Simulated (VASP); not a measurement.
# Al (P6_3/mmc) in VASP: further runs

The runs below take Al through relaxation of cell and atoms, with PBEsol.

All numbers are computed with VASP 6.6.1; they aren't measurements. Logs are shortened: lines on timing, memory, paths and dates and some standing lists are left out, and cuts for length are marked.

**1. The cell of the first run**

It takes space group P6_3/mmc (No. 194, hexagonal). Conventional cell: a = 2.812 Å, b = 2.812 Å, c = 4.867 Å, α = 90.00°, β = 90.00°, γ = 120.00°. Al (site symmetry -6m2) has 12 Al at 2.81 to 2.93 Å within 3.7 Å.

**2. Relaxation of cell and atoms, PBEsol, target pressure 5 GPa, at which the enthalpy is minimised**

Contents of INCAR:

```
SYSTEM = Al
PREC = Accurate
ENCUT = 600
EDIFF = 1E-7
ISMEAR = -1
SIGMA = 0.05
LREAL = .False.
LASPH = .True.
NELM = 100
ALGO = Normal
ISIF = 3
LWAVE = .False.
LCHARG = .False.
GGA = PS
IBRION = 2
NSW = 80
EDIFFG = -0.005
PSTRESS = 50.0
```

Contents of KPOINTS:

```
regular mesh
0
Gamma
  11 11 6
  0 0 0
```

Contents of POSCAR:

```
Al
1.0
    2.8124553515      0.0000000000      0.0000000000
   -1.4062276757      2.4356577814      0.0000000000
    0.0000000000      0.0000000000      4.8668500000
Al
2
Direct
    0.3333333333      0.6666666667      0.2500000000
    0.6666666667      0.3333333333      0.7500000000
```

Potentials or basis: VASP PAW PBE potentials, release 64 (Al).

On the command line:

```console
cat potpaw_PBE.64/Al/POTCAR > POTCAR
mpirun -np 1 vasp_std > vasp.out
```

OUTCAR:

```text
SYSTEM = Al
   PREC = Accurate
   ENCUT = 600
   EDIFF = 1E-7
   ISMEAR = -1
   LREAL = .False.
   LASPH = .True.
   NELM = 100
   ISIF = 3
   GGA = PS
   IBRION = 2
   NSW = 80
   EDIFFG = -0.005
   PSTRESS = 50.0

 ion  position               nearest neighbor table
   1  0.333  0.667  0.250-   2 2.93   2 2.93   2 2.93   2 2.93   2 2.93   2 2.93
   2  0.667  0.333  0.750-   1 2.93   1 2.93   1 2.93   1 2.93   1 2.93   1 2.93

  LATTYP: Found a hexagonal cell.
 ALAT       =     2.8124553515
 C/A-ratio  =     1.7304630267

  Lattice vectors:

 A1 = (   2.8124553515,   0.0000000000,   0.0000000000)
 A2 = (  -1.4062276757,   2.4356577814,   0.0000000000)
 A3 = (   0.0000000000,   0.0000000000,   4.8668500000)

Analysis of symmetry for initial positions (statically):
=====================================================================
 Subroutine PRICEL returns:
 Original cell was already a primitive cell.

 Routine SETGRP: Setting up the symmetry group for a
 hexagonal supercell.

 Subroutine GETGRP returns: Found 24 space group operations
 (whereof 12 operations were pure point group operations)
 out of a pool of 24 trial point group operations.

The static configuration has the point symmetry D_3d.
 The point group associated with its full space group is D_6h.

Analysis of symmetry for dynamics (positions and initial velocities):
=====================================================================
 Subroutine PRICEL returns:
 Original cell was already a primitive cell.

 Routine SETGRP: Setting up the symmetry group for a
 hexagonal supercell.

 Subroutine GETGRP returns: Found 24 space group operations
 (whereof 12 operations were pure point group operations)
 out of a pool of 24 trial point group operations.

The dynamic configuration has the point symmetry D_3d.
 The point group associated with its full space group is D_6h.

 Subroutine INISYM returns: Found 24 space group operations
 (whereof 12 operations are pure point group operations),
 and found     1 'primitive' translations

----------------------------------------------------------------------------------------

                                     Primitive cell

  volume of cell :      33.3388

  direct lattice vectors                    reciprocal lattice vectors
     2.812455352  0.000000000  0.000000000     0.355561200  0.205283355  0.000000000
    -1.406227676  2.435657781  0.000000000     0.000000000  0.410566709  0.000000000
     0.000000000  0.000000000  4.866850000     0.000000000  0.000000000  0.205471712

  length of vectors
     2.812455352  2.812455351  4.866850000     0.410566709  0.410566709  0.205471712

  position of ions in fractional coordinates (direct lattice)
     0.333333333  0.666666667  0.250000000
     0.666666667  0.333333333  0.750000000

  ion indices of the primitive-cell ions
   primitive index   ion index
                 1           1
                 2           2

----------------------------------------------------------------------------------------

 KPOINTS: regular mesh

Automatic generation of k-mesh.
 Grid dimensions read from file:
 generate k-points for:   11   11    6

 Generating k-lattice:

  Cartesian coordinates                     Fractional coordinates (reciprocal lattice)
     0.032323745  0.018662123  0.000000000     0.090909091  0.000000000  0.000000000
     0.000000000  0.037324246  0.000000000     0.000000000  0.090909091  0.000000000
     0.000000000  0.000000000  0.034245285     0.000000000  0.000000000  0.166666667

  Length of vectors
     0.037324246  0.037324246  0.034245285

  Shift w.r.t. Gamma in fractional coordinates (k-lattice)
     0.000000000  0.000000000  0.000000000

 Subroutine IBZKPT returns following result:
 ===========================================

 Found     64 irreducible k-points:

 Following reciprocal coordinates:
            Coordinates               Weight
  0.000000  0.000000  0.000000      1.000000
  0.090909 -0.000000  0.000000      6.000000
  0.181818 -0.000000  0.000000      6.000000
  0.272727  0.000000  0.000000      6.000000
  0.363636  0.000000  0.000000      6.000000
  0.454545 -0.000000  0.000000      6.000000
[... 16 lines left out ...]
  0.090909  0.090909  0.166667     12.000000
  0.181818  0.090909  0.166667     24.000000
 [... further k-points ...]
   k-points           NKPTS =     64   k-points in BZ     NKDIM =     64   number of bands    NBANDS=      7
   number of dos      NEDOS =    301   number of ions     NIONS =      2
   total plane-waves  NPLWV =  23040
   dimension x,y,z NGX =    24 NGY =   24 NGZ =   40
   dimension x,y,z NGXF=    48 NGYF=   48 NGZF=   80
   ions per type =               2
   NGX,Y,Z   is equivalent  to a cutoff of  14.19, 14.19, 13.66 a.u.
   NGXF,Y,Z  is equivalent  to a cutoff of  28.37, 28.37, 27.33 a.u.
 SYSTEM =  Al
   PREC   = accura    normal or accurate (medium, high low for compatibility)
   ISTART =      0    job   : 0-new  1-cont  2-samecut
   ICHARG =      2    charge: 1-file 2-atom 10-const
   ISPIN  =      1    spin polarized calculation?
   LNONCOLLINEAR =      F non collinear calculations
   LSORBIT =      F    spin-orbit coupling
   LASPH  =      T    aspherical Exc in radial PAW
   ENCUT  =  600.0 eV  44.10 Ry    6.64 a.u.   5.62  5.62  9.72*2*pi/ulx,y,z
   NELM   =    100;   NELMIN=  2; NELMDL= -5     # of ELM steps
   EDIFF  = 0.1E-06   stopping-criterion for ELM
   LREAL  =      F    real-space projection
   EDIFFG = -.5E-02   stopping-criterion for IOM
   NSW    =     80    number of steps for IOM
   IBRION =      2    ionic relax: 0-MD 1-quasi-New 2-CG
   NFREE  =      1    steps in history (QN), initial steepest desc. (CG)
   ISIF   =      3    stress and relaxation
   ISYM   =      2    0-nonsym 1-usesym 2-fastsym
   POTIM  = 0.5000    time-step for ionic-motion
   TEBEG  =    0.0;   TEEND  =   0.0 temperature during run
   PSTRESS=   50.0 pullay stress
   NELECT =       6.0000    total number of electrons
   NUPDOWN=      -1.0000    fix difference up-down
   EMIN   =  10.00;   EMAX   =-10.00  energy-range for DOS
[... 5 lines left out ...]
     AMIX     =   0.40;   BMIX     =  1.00
     AMIX_MAG =   1.60;   BMIX_MAG =  1.00
  volume/ion in A,a.u.               =      16.67       112.49
  Fermi-wavevector in a.u.,A,eV,Ry     =   0.924291  1.746656 11.623640  0.854313
  Thomas-Fermi vector in A             =   2.050021
   LORBIT       =      0    0 simple, 1 ext, 2 COOP (PROOUT), +10 PAW based schemes
   GGA     = PS    functional components
   LHFCALC =     F    Hartree Fock is set to
   AEXX    =    0.0000 exact exchange contribution
   IVDW    =     0    specifies the selected vdW correction
   LEPSILON=     F    determine dielectric tensor
   LRPA    =     F    only Hartree local field effects (RPA)
 conjugate gradient relaxation of ions
 non-spin polarized calculation
  energy-cutoff  :      600.00
  volume of cell :       33.34
 maximum number of plane-waves:      1136
 NGX is ok and might be reduce to    24
   NGX = 11   NGY = 11   NGZ = 19

--------------------------------------- Ionic step        1  -------------------------------------------

 number of electron       6.0000000 magnetization

 Free energy of the ion-electron system (eV)
  ---------------------------------------------------
  ext. energy  EPLUGINS =         0.00000000
  ---------------------------------------------------
  free energy    TOTEN  =        -8.12335790 eV

  energy without entropy =       -8.11883009  energy(sigma->0) =       -8.12109400

------------------------ aborting loop because EDIFF is reached ----------------------------------------

  FORCE on cell =-STRESS in cart. coord.  units (eV):
  Direction    XX          YY          ZZ          XY          YZ          ZX
  --------------------------------------------------------------------------------------
  -------------------------------------------------------------------------------------
  Total        0.0539779      0.0539779     -0.9051829      0.0000000      0.0000000      0.0000000
  in kB        2.5940380      2.5940380    -43.5007819      0.0000000      0.0000000      0.0000000
  external PRESSURE =     -62.7709020 kB  Pullay stress =      50.0000000 kB

 VOLUME and BASIS-vectors are now :
 -----------------------------------------------------------------------------
  energy-cutoff  :      600.00
  volume of cell :       33.34
      direct lattice vectors                 reciprocal lattice vectors
     2.812455352  0.000000000  0.000000000     0.355561200  0.205283355  0.000000000
    -1.406227676  2.435657781  0.000000000     0.000000000  0.410566709  0.000000000
     0.000000000  0.000000000  4.866850000     0.000000000  0.000000000  0.205471712
[... 198 lines left out ...]
  FREE ENERGIE OF THE ION-ELECTRON SYSTEM (eV)
  ---------------------------------------------------
  free  energy   TOTEN  =        -8.1224743475 eV

  energy  without entropy=       -8.1177240482  energy(sigma->0) =       -8.12009920

  enthalpy is  TOTEN    =        -7.1553559910 eV   P V=        0.9671183564

--------------------------------------- Ionic step        7  -------------------------------------------

 number of electron       6.0000000 magnetization

 Free energy of the ion-electron system (eV)
  ---------------------------------------------------
  ext. energy  EPLUGINS =         0.00000000
  ---------------------------------------------------
  free energy    TOTEN  =        -8.11982514 eV

  energy without entropy =       -8.11508344  energy(sigma->0) =       -8.11745429

 E-fermi :   8.6726     XC(G=0): -10.4997

 val. band max:        8.6694487668   @ k =   0.3636   0.0000   0.5000
 cond. band min:       8.7047249043   @ k =   0.3636   0.2727   0.5000
 fundamental gap:      0.0352761375
 Fermi energy:         8.6726030404

 k-point     1 :       0.0000    0.0000    0.0000
  band No.  band energies     occupation
      1      -2.9429      2.00000
      2       3.7252      2.00000
      3       4.0281      2.00000
      4      19.9651      0.00000
      5      19.9651      0.00000
      6      20.1392      0.00000
      7      20.1392      0.00000

 k-point     2 :       0.0909   -0.0000    0.0000
  band No.  band energies     occupation
      1      -2.7328      2.00000
      2       3.9194      2.00000
      3       4.2319      2.00000
      4      16.8480      0.00000
      5      18.2783      0.00000
      6      19.5146      0.00000
      7      21.8019      0.00000
[... 201 lines left out ...]
 k-point    23 :       0.0909    0.0909    0.1667
  band No.  band energies     occupation
      1      -2.1207      2.00000
      2       2.4274      2.00000
      3       6.8496      2.00000
      4      15.2418      0.00000
      5      15.4617      0.00000
      6      18.9980      0.00000
      7      19.5590      0.00000

 k-point    24 :       0.1818    0.0909    0.1667
  band No.  band energies     occupation
      1      -1.2878      2.00000
      2       3.2285      2.00000
      3       7.5994      2.00000
      4      12.0046      0.00000
      5      14.0044      0.00000
      6      16.2699      0.00000
      7      18.1758      0.00000

 [... further k-points ...]
[... 5 lines left out ...]
  --------------------------------------------------------------------------------------
  -------------------------------------------------------------------------------------
  Total        0.9658684      0.9658684      0.9633950      0.0000000      0.0000000      0.0000000
  in kB       50.0765736     50.0765736     49.9483391      0.0000000      0.0000000      0.0000000
  external PRESSURE =       0.0338288 kB  Pullay stress =      50.0000000 kB

 VOLUME and BASIS-vectors are now :
 -----------------------------------------------------------------------------
  energy-cutoff  :      600.00
  volume of cell :       30.90
      direct lattice vectors                 reciprocal lattice vectors
     2.784422008  0.000000000  0.000000000     0.359140963  0.207350131 -0.000000000
    -1.392211004  2.411380193 -0.000000000    -0.000000000  0.414700263 -0.000000000
    -0.000000000  0.000000000  4.602493588    -0.000000000  0.000000000  0.217273524

 POSITION                                       TOTAL-FORCE (eV/Angst)
 -----------------------------------------------------------------------------------
     -0.00000      1.60759      1.15062        -0.000000      0.000000     -0.000000
      1.39221      0.80379      3.45187         0.000000     -0.000000      0.000000
 -----------------------------------------------------------------------------------
    total drift:                                0.000000     -0.000000      0.000000

  FREE ENERGIE OF THE ION-ELECTRON SYSTEM (eV)
  ---------------------------------------------------
  free  energy   TOTEN  =        -8.1198251362 eV

  energy  without entropy=       -8.1150834355  energy(sigma->0) =       -8.11745429

  enthalpy is  TOTEN    =        -7.1554336644 eV   P V=        0.9643914718

 reached required accuracy - stopping structural energy minimisation
```

Run time: 58 s. Hardware: 1 thread of Intel Xeon Platinum 8259CL at 2.50GHz (Skylake/Cascade Lake), shared host; peak memory 0.16 GiB.

What came out:

```yaml
Free_energy: -8.1198 eV
Relaxed_volume: 15.45 Å³/atom
Relaxed_cell: a = 2.784 Å, b = 2.784 Å, c = 4.602 Å, α = 90.00°, β = 90.00°, γ = 120.00°
Space_group_after_relaxing_to_0.05_Å: P6_3/mmc (No. 194)
Energy_change_on_relaxing_the_enthalpy_is_what_falls: +1.8 meV/atom
Ionic_steps: 7
Pressure_after_relaxing: 5.0 GPa
Band_gap_on_the_k_mesh: zero (band 3 reaches 12.70 eV, above the bottom of band 4 at 5.53 eV)
```

Step by step:
| step | energy change (eV) | largest force (eV/Å) | pressure (GPa) | volume (Å³) |
| --- | --- | --- | --- | --- |
| 1 | 0.0000 | 0.0000 | -1.28 | 33.34 |
| 2 | 0.0349 | 0.0000 | 7.28 | 30.28 |
| 3 | 0.0202 | 0.0000 | 5.85 | 30.69 |
| 4 | 0.0111 | 0.0000 | 5.76 | 30.68 |
| 5 | 0.0111 | 0.0000 | 5.76 | 30.68 |
| 6 | 0.0009 | 0.0000 | 4.72 | 30.99 |
| 7 | 0.0035 | 0.0000 | 5.00 | 30.90 |

Final structure:
```cif
data_structure
_symmetry_space_group_name_H-M 'P 1'
_symmetry_Int_Tables_number 1
_cell_length_a 2.7844
_cell_length_b 2.7844
_cell_length_c 4.6025
_cell_angle_alpha 90.000
_cell_angle_beta 90.000
_cell_angle_gamma 120.000
_cell_volume 30.90
loop_
_atom_site_label
_atom_site_type_symbol
_atom_site_fract_x
_atom_site_fract_y
_atom_site_fract_z
_atom_site_occupancy
Al1 Al 0.33333 0.66667 0.25000 1
Al2 Al 0.66667 0.33333 0.75000 1
```

Caveat: the cell is relaxed towards a set pressure, so the enthalpy falls and the energy may rise; the PAW data sets were made with another functional, which shifts forces and pressure a little.

**3. Relaxation of cell and atoms, PBEsol, target pressure 10 GPa, at which the enthalpy is minimised**

Contents of INCAR:

```
PREC = Accurate
ENCUT = 600
EDIFF = 1E-6
ISMEAR = -1
SIGMA = 0.05
LREAL = False
LASPH = True
NELM = 60
ALGO = Normal
ISIF = 3
LWAVE = False
LCHARG = False
GGA = PS
IBRION = 2
NSW = 80
EDIFFG = -0.005
PSTRESS = 100.0
```

Contents of KPOINTS:

```
Automatic mesh
0
Gamma
  11 11 6
```

POSCAR is that of step 2.

Potentials or basis: VASP PAW PBE potentials, release 64 (Al).

On the command line:

```console
cat potpaw_PBE.64/Al/POTCAR > POTCAR
mpirun -np 1 vasp_std > vasp.out
```

OUTCAR:

```text
PREC = Accurate
   ENCUT = 600
   EDIFF = 1E-6
   ISMEAR = -1
   LREAL = False
   LASPH = True
   NELM = 60
   ISIF = 3
   GGA = PS
   IBRION = 2
   NSW = 80
   EDIFFG = -0.005
   PSTRESS = 100.0

 ion  position               nearest neighbor table
   1  0.333  0.667  0.250-   2 2.93   2 2.93   2 2.93   2 2.93   2 2.93   2 2.93
   2  0.667  0.333  0.750-   1 2.93   1 2.93   1 2.93   1 2.93   1 2.93   1 2.93

  LATTYP: Found a hexagonal cell.
 ALAT       =     2.8124553515
 C/A-ratio  =     1.7304630267

  Lattice vectors:

 A1 = (   2.8124553515,   0.0000000000,   0.0000000000)
 A2 = (  -1.4062276757,   2.4356577814,   0.0000000000)
 A3 = (   0.0000000000,   0.0000000000,   4.8668500000)

[... 443 lines left out ...]
 number of electron       6.0000000 magnetization

 Free energy of the ion-electron system (eV)
  ---------------------------------------------------
  ext. energy  EPLUGINS =         0.00000000
  ---------------------------------------------------
  free energy    TOTEN  =        -8.05700625 eV

  energy without entropy =       -8.05230183  energy(sigma->0) =       -8.05465404

 E-fermi :   9.1835     XC(G=0): -10.6682

 val. band max:        9.1683640029   @ k =   0.3636   0.0000   0.5000
 cond. band min:       9.2423260932   @ k =   0.3636   0.0909   0.3333
 fundamental gap:      0.0739620903
 Fermi energy:         9.1834773473

 k-point     1 :       0.0000    0.0000    0.0000
  band No.  band energies     occupation
      1      -2.7674      2.00000
      2       4.0414      2.00000
      3       4.4694      2.00000
      4      20.8477      0.00000
      5      20.8890      0.00000
      6      20.8890      0.00000
      7      21.6534      0.00000
[... 221 lines left out ...]
 k-point    24 :       0.1818    0.0909    0.1667
  band No.  band energies     occupation
      1      -1.0639      2.00000
      2       3.5794      2.00000
      3       8.0749      2.00000
      4      12.6062      0.00000
      5      14.6555      0.00000
      6      16.9957      0.00000
      7      18.9351      0.00000

 [... further k-points ...]
[... 5 lines left out ...]
  --------------------------------------------------------------------------------------
  -------------------------------------------------------------------------------------
  Total        1.8457697      1.8457697      1.8429377      0.0000000      0.0000000      0.0000000
  in kB      100.0964583    100.0964583     99.9428761      0.0000000      0.0000000      0.0000000
  external PRESSURE =       0.0452642 kB  Pullay stress =     100.0000000 kB
[... 21 lines left out ...]
  energy  without entropy=       -8.0523018329  energy(sigma->0) =       -8.05465404

  enthalpy is  TOTEN    =        -6.2130152057 eV   P V=        1.8439910490

 reached required accuracy - stopping structural energy minimisation
```

Run time: 55 s. Hardware: 1 thread of Intel Xeon Platinum 8259CL at 2.50GHz (Skylake/Cascade Lake), shared host; peak memory 0.16 GiB.

Results:

```yaml
Free_energy: -8.0570 eV
Relaxed_volume: 14.77 Å³/atom
Relaxed_cell: a = 2.744 Å, b = 2.744 Å, c = 4.532 Å, α = 90.00°, β = 90.00°, γ = 120.00°
Space_group_after_relaxing_to_0.05_Å: P6_3/mmc (No. 194)
Energy_change_on_relaxing_the_enthalpy_is_what_falls: +33.2 meV/atom
Ionic_steps: 8
Pressure_after_relaxing: 10.0 GPa
Band_gap_on_the_k_mesh: zero (band 3 reaches 13.29 eV, above the bottom of band 4 at 5.98 eV)
```

The path:
```tsv
step	energy change (eV)	largest force (eV/Å)	pressure (GPa)	volume (Å³)
1	0.0000	0.0000	-1.28	33.34
2	0.2072	0.0000	17.49	27.99
3	0.0853	0.0000	10.59	29.46
4	0.0747	0.0000	10.55	29.42
5	0.0748	0.0000	10.56	29.41
6	0.0749	0.0000	10.56	29.41
7	0.0616	0.0000	9.69	29.62
8	0.0664	0.0000	10.00	29.54
```

Final structure:
```cif
data_structure
_symmetry_space_group_name_H-M 'P 1'
_symmetry_Int_Tables_number 1
_cell_length_a 2.7436
_cell_length_b 2.7436
_cell_length_c 4.5319
_cell_angle_alpha 90.000
_cell_angle_beta 90.000
_cell_angle_gamma 120.000
_cell_volume 29.54
loop_
_atom_site_label
_atom_site_type_symbol
_atom_site_fract_x
_atom_site_fract_y
_atom_site_fract_z
_atom_site_occupancy
Al1 Al 0.33333 0.66667 0.25000 1
Al2 Al 0.66667 0.33333 0.75000 1
```

Levels at points of the mesh, in eV from the Fermi level:
```tsv
k point	band 1	band 2	band 3	band 4	band 5	band 6	band 7
(0.00, 0.00, 0.00)	-11.95	-5.14	-4.71	11.66	11.71	11.71	12.47
(0.00, 0.00, 0.50)	-10.16	-10.16	3.41	3.41	12.59	12.59	12.59
```

Caveat: the cell is relaxed towards a set pressure, so the enthalpy falls and the energy may rise; the PAW data sets were made with another functional, which shifts forces and pressure a little.
